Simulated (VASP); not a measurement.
# Bi (Cmce) in VASP: single point with PBEsol

Aim: the single point of Bi with PBEsol.

All numbers are computed with VASP 6.6.1; they aren't measurements. Logs are shortened: lines on timing, memory, paths and dates and some standing lists are left out, and cuts for length are marked.

## (1) The cell of the first run

Symmetry: Cmce, No. 64, orthorhombic system. The conventional cell has a = 4.516 Å, b = 12.427 Å, c = 4.750 Å, α = 90.00°, β = 90.00°, γ = 90.00°. Within 4.0 Å of Bi (site symmetry m) lie 9 Bi at 3.07 to 3.95 Å.

## (2) Single point, PBEsol

File INCAR:

```
  PREC = Accurate
  ENCUT = 520
  EDIFF = 1E-6
  ISMEAR = 0
  SIGMA = 0.1
  LREAL = F
  LASPH = T
  NELM = 100
  ALGO = Fast
  ISIF = 2
  LWAVE = F
  LCHARG = F
  GGA = PS
  NBANDS = 38
```

File KPOINTS:

```
regular mesh
0
Gamma
  12 12 10
```

File POSCAR:

```
Bi
1.0
    2.2581834344     -6.2133391135      0.0000000000
    2.2581834344      6.2133391135      0.0000000000
    0.0000000000      0.0000000000      4.7498666063
Bi
4
Direct
    0.1229508392      0.8770491608      0.9724485120
    0.6229508392      0.3770491608      0.5275514880
    0.8770491608      0.1229508392      0.0275514880
    0.3770491608      0.6229508392      0.4724485120
```

Potentials or basis: VASP PAW PBE potentials, release 64 (Bi_d).

Command:

```
cat potpaw_PBE.64/Bi_d/POTCAR > POTCAR
mpirun -np 1 vasp_std > vasp.out
```

OUTCAR:

```text
PREC = Accurate
   ENCUT = 520
   EDIFF = 1E-6
   ISMEAR = 0
   LREAL = F
   LASPH = T
   NELM = 100
   ISIF = 2
   GGA = PS

 ion  position               nearest neighbor table
   1  0.123  0.877  0.972-   3 3.07   2 3.09   2 3.09   2 3.47   2 3.47   3 3.89   3 3.89
   2  0.623  0.377  0.528-   4 3.07   1 3.09   1 3.09   1 3.47   1 3.47   4 3.89   4 3.89
   3  0.877  0.123  0.028-   1 3.07   4 3.09   4 3.09   4 3.47   4 3.47   1 3.89   1 3.89
   4  0.377  0.623  0.472-   2 3.07   3 3.09   3 3.09   3 3.47   3 3.47   2 3.89   2 3.89

  LATTYP: Found a base centered orthorhombic cell.
 ALAT       =     4.5163668688
 B/A-ratio  =     2.7514767042
 C/A-ratio  =     1.0517007905

  Lattice vectors:

 A1 = (   2.2581834344,  -6.2133391135,   0.0000000000)
 A2 = (   2.2581834344,   6.2133391135,   0.0000000000)
 A3 = (   0.0000000000,   0.0000000000,   4.7498666063)

Analysis of symmetry for initial positions (statically):
=====================================================================
 Subroutine PRICEL returns:
 Original cell was already a primitive cell.

 Routine SETGRP: Setting up the symmetry group for a
 base centered orthorhombic supercell.

 Subroutine GETGRP returns: Found  8 space group operations
 (whereof  4 operations were pure point group operations)
 out of a pool of  8 trial point group operations.

The static configuration has the point symmetry C_2h.
 The point group associated with its full space group is D_2h.

Analysis of symmetry for dynamics (positions and initial velocities):
=====================================================================
 Subroutine PRICEL returns:
 Original cell was already a primitive cell.

 Routine SETGRP: Setting up the symmetry group for a
 base centered orthorhombic supercell.

 Subroutine GETGRP returns: Found  8 space group operations
 (whereof  4 operations were pure point group operations)
 out of a pool of  8 trial point group operations.

The dynamic configuration has the point symmetry C_2h.
 The point group associated with its full space group is D_2h.

 Subroutine INISYM returns: Found  8 space group operations
 (whereof  4 operations are pure point group operations),
 and found     1 'primitive' translations

----------------------------------------------------------------------------------------

                                     Primitive cell

[... 88 lines left out ...]
   ISPIN  =      1    spin polarized calculation?
   LNONCOLLINEAR =      F non collinear calculations
   LSORBIT =      F    spin-orbit coupling
   LASPH  =      T    aspherical Exc in radial PAW
   ENCUT  =  520.0 eV  38.22 Ry    6.18 a.u.  12.29 12.29  8.83*2*pi/ulx,y,z
   NELM   =    100;   NELMIN=  2; NELMDL= -5     # of ELM steps
   EDIFF  = 0.1E-05   stopping-criterion for ELM
   LREAL  =      F    real-space projection
   EDIFFG = 0.1E-04   stopping-criterion for IOM
   NSW    =      0    number of steps for IOM
   IBRION =     -1    ionic relax: 0-MD 1-quasi-New 2-CG
   NFREE  =      0    steps in history (QN), initial steepest desc. (CG)
   ISIF   =      2    stress and relaxation
   ISYM   =      2    0-nonsym 1-usesym 2-fastsym
   POTIM  = 0.5000    time-step for ionic-motion
   TEBEG  =    0.0;   TEEND  =   0.0 temperature during run
   PSTRESS=    0.0 pullay stress
   NELECT =      60.0000    total number of electrons
   NUPDOWN=      -1.0000    fix difference up-down
   EMIN   =  10.00;   EMAX   =-10.00  energy-range for DOS
   EFERMI =   0.00;   METHOD = LEGACY
   ISMEAR =     0;   SIGMA  =   0.10  broadening in eV -4-tet -1-fermi 0-gaus
   EFERMI_NEDOS =   21; number of points for ismear=-14 and -15
   IALGO  =     68    algorithm
   IMIX   =      4    mixing-type and parameters
     AMIX     =   0.40;   BMIX     =  1.00
     AMIX_MAG =   1.60;   BMIX_MAG =  1.00
  volume/ion in A,a.u.               =      33.32       224.87
  Fermi-wavevector in a.u.,A,eV,Ry     =   1.254662  2.370967 21.417969  1.574176
  Thomas-Fermi vector in A             =   2.388456
   LORBIT       =      0    0 simple, 1 ext, 2 COOP (PROOUT), +10 PAW based schemes
   GGA     = PS    functional components
   LHFCALC =     F    Hartree Fock is set to
   AEXX    =    0.0000 exact exchange contribution
   IVDW    =     0    specifies the selected vdW correction
   LEPSILON=     F    determine dielectric tensor
   LRPA    =     F    only Hartree local field effects (RPA)
 non-spin polarized calculation
 RMM-DIIS sequential band-by-band and
 Gauss-broadening in eV      SIGMA  =   0.10
  energy-cutoff  :      520.00
  volume of cell :      133.29
 maximum number of plane-waves:      3622
 NGX is ok and might be reduce to    50
   NGX = 25   NGY = 25   NGZ = 17

 number of electron      60.0000004 magnetization

 Free energy of the ion-electron system (eV)
  ---------------------------------------------------
  ext. energy  EPLUGINS =         0.00000000
  ---------------------------------------------------
  free energy    TOTEN  =       -17.03144343 eV

  energy without entropy =      -17.02058549  energy(sigma->0) =      -17.02601446

 E-fermi :   6.5730     XC(G=0): -10.0066

 val. band max:        6.5681182109   @ k =   0.2500   0.0000   0.0000
 cond. band min:       6.5734074497   @ k =  -0.3333   0.1667   0.0000
 fundamental gap:      0.0052892388
 Fermi energy:         6.5729679338

 k-point     1 :       0.0000    0.0000    0.0000
  band No.  band energies     occupation
      1     -16.1116      2.00000
      2     -16.1073      2.00000
      3     -16.0631      2.00000
      4     -15.9749      2.00000
      5     -15.9629      2.00000
      6     -15.9511      2.00000
[... 973 lines left out ...]
     37      11.3883      0.00000
     38      13.1232      0.00000

 [... further k-points ...]
[... 5 lines left out ...]
  --------------------------------------------------------------------------------------
  -------------------------------------------------------------------------------------
  Total       -0.0776005     -0.0197381     -0.0571717      0.0000000      0.0000000      0.0000000
  in kB       -0.9327803     -0.2372580     -0.6872198      0.0000000      0.0000000      0.0000000
  external PRESSURE =      -0.6190860 kB  Pullay stress =       0.0000000 kB

 VOLUME and BASIS-vectors are now :
 -----------------------------------------------------------------------------
  energy-cutoff  :      520.00
  volume of cell :      133.29
      direct lattice vectors                 reciprocal lattice vectors
     2.258183434 -6.213339114  0.000000000     0.221416911 -0.080472028  0.000000000
     2.258183434  6.213339114  0.000000000     0.221416911  0.080472028  0.000000000
     0.000000000  0.000000000  4.749866606     0.000000000  0.000000000  0.210532228

 POSITION                                       TOTAL-FORCE (eV/Angst)
 -----------------------------------------------------------------------------------
      2.25818      4.68547      4.61900         0.000000     -0.008466      0.008309
      2.25818     -1.52787      2.50580         0.000000     -0.008466     -0.008309
      2.25818     -4.68547      0.13087         0.000000      0.008466     -0.008309
      2.25818      1.52787      2.24407         0.000000      0.008466      0.008309
 -----------------------------------------------------------------------------------
    total drift:                               -0.000000     -0.000000      0.000000

  FREE ENERGIE OF THE ION-ELECTRON SYSTEM (eV)
  ---------------------------------------------------
  free  energy   TOTEN  =       -17.0314434283 eV

  energy  without entropy=      -17.0205854867  energy(sigma->0) =      -17.02601446
```

stdout:

```text
POSCAR found type information on POSCAR Bi
 POSCAR found :  1 types and       4 ions
 scaLAPACK will be used
 -----------------------------------------------------------------------------
|                                                                             |
|                                                                             |
|     You enforced a specific xc type in the INCAR file but a different       |
|     I HOPE YOU KNOW WHAT YOU ARE DOING!                                     |
|                                                                             |
 -----------------------------------------------------------------------------

 LDA part: xc-table for (Slater+PW92), standard interpolation
 POSCAR, INCAR and KPOINTS ok, starting setup
 FFT: planning ... GRIDC
 FFT: planning ... GRID_SOFT
 FFT: planning ... GRID
 WAVECAR not read
 entering main loop
WARNING in EDDRMM: call to ZHEGV failed, returncode =   8  4     37
WARNING in EDDRMM: call to ZHEGV failed, returncode =   6  3     36
WARNING in EDDRMM: call to ZHEGV failed, returncode =   6  3     34
```

Run time: 65 min. Hardware: 1 thread of Oxide Virtual Turin-like, shared host; peak memory 0.91 GiB.

Results:

```yaml
Free_energy: -17.0314 eV
Pressure: -0.1 GPa
Largest_force: 0.012 eV/Å
Band_gap_on_the_k_mesh: zero (bands 30 and 31 overlap by 0.42 eV)
```

Forces in eV/Å, atoms in the order of the input:
```
Bi   0.000 -0.008  0.008
Bi   0.000 -0.008 -0.008
Bi   0.000  0.008 -0.008
Bi   0.000  0.008  0.008
```

Caveat: the PAW data sets were made with another functional, which shifts forces and pressure a little; spin-orbit coupling is left out, which moves the levels of the heavy elements.
